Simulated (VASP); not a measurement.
A run of VASP 6.6.1 is set up as follows.

The input INCAR:

```
SYSTEM = CuAu
PREC = Accurate
ENCUT = 520
EDIFF = 1E-6
ISMEAR = -1
SIGMA = 0.05
LREAL = .False.
LASPH = .True.
NELM = 100
ALGO = Fast
ISIF = 2
LWAVE = .False.
LCHARG = .True.
GGA = PS
LELF = .True.
LVHAR = .True.
NBANDS = 18
```

Contents of KPOINTS:

```
regular mesh
0
Gamma
  11 11 11
  0 0 0
```

File POSCAR:

```
CuAu
1.0
    1.4135984423      0.8161414412      4.1692857537
   -1.4135984423      0.8161414412      4.1692857537
    0.0000000000     -1.6322828824      4.1692857537
Au Cu
1 1
Direct
    0.0000000000      0.0000000000      0.0000000000
    0.5000000000      0.5000000000      0.5000000000
```

Potentials or basis: VASP PAW PBE potentials, release 64 (Au, Cu).

The run is started by

```console
$ cat potpaw_PBE.64/Au/POTCAR potpaw_PBE.64/Cu/POTCAR > POTCAR
$ mpirun -np 1 vasp_std > vasp.out
```

Q: What does it give for the band gap on the k mesh?

A: Zero (bands 11 and 12 overlap by 4.32 eV).

Q: Estimate the pressure.

A: 0.8 GPa.

Stress tensor (GPa, compression positive):
```
-0.25  0.00  0.00
 0.00 -0.25  0.00
 0.00  0.00  2.81
```

Caveat: the PAW data sets were made with another functional, which shifts forces and pressure a little; spin-orbit coupling is left out, which moves the levels of the heavy elements.
